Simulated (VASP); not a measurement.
Write the native input for VASP 6.6.1 that does the following.

```yaml
Task: relaxation of the atoms
Functional: PBE
Potentials_or_basis: VASP PAW PBE potentials, release 64 (Re)
Cutoff: 520 eV
k_mesh: 14 × 14 × 8
Occupations: fermi-dirac, width 0.05 eV
Spin: no spin polarisation
Dipole_correction: no
Further_INCAR_settings: ALGO = Normal; EDIFF = 1e-06; IBRION = 2; EDIFFG = -0.02; NSW = 80
```

The structure of Re lies in POSCAR:

```
Re
1.0
    2.7608000000      0.0000000000      0.0000000000
   -1.3804000000      2.3909229348      0.0000000000
    0.0000000000      0.0000000000      4.4582000000
Re
2
Direct
    0.3333333333      0.6666666667      0.2500000000
    0.6666666667      0.3333333333      0.7500000000
```

The input as run:

INCAR

```
SYSTEM = Re
ALGO = Normal
EDIFF = 1E-6
EDIFFG = -0.02
ENCUT = 520
GGA = PE
IBRION = 2
ISIF = 2
ISMEAR = -1
LASPH = .True.
LCHARG = .False.
LREAL = .False.
LWAVE = .False.
NELM = 80
NSW = 80
PREC = Accurate
SIGMA = 0.05
```

KPOINTS

```
k-points
0
Gamma
  14 14 8
  0 0 0
```

Potentials or basis: VASP PAW PBE potentials, release 64 (Re).

Command:

```console
$ cat potpaw_PBE.64/Re/POTCAR > POTCAR
$ mpirun -np 1 vasp_std > vasp.out
```

It gave:

| Quantity | Value |
| --- | --- |
| Pressure after relaxing | 5.7 GPa |
| Band gap on the k mesh | zero (bands 7 and 8 overlap by 3.26 eV) |

Caveat: spin-orbit coupling is left out, which moves the levels of the heavy elements.

Run time: 64 s on 1 thread of Oxide Virtual Turin-like Processor (shared host), peak memory 0.15 GiB.
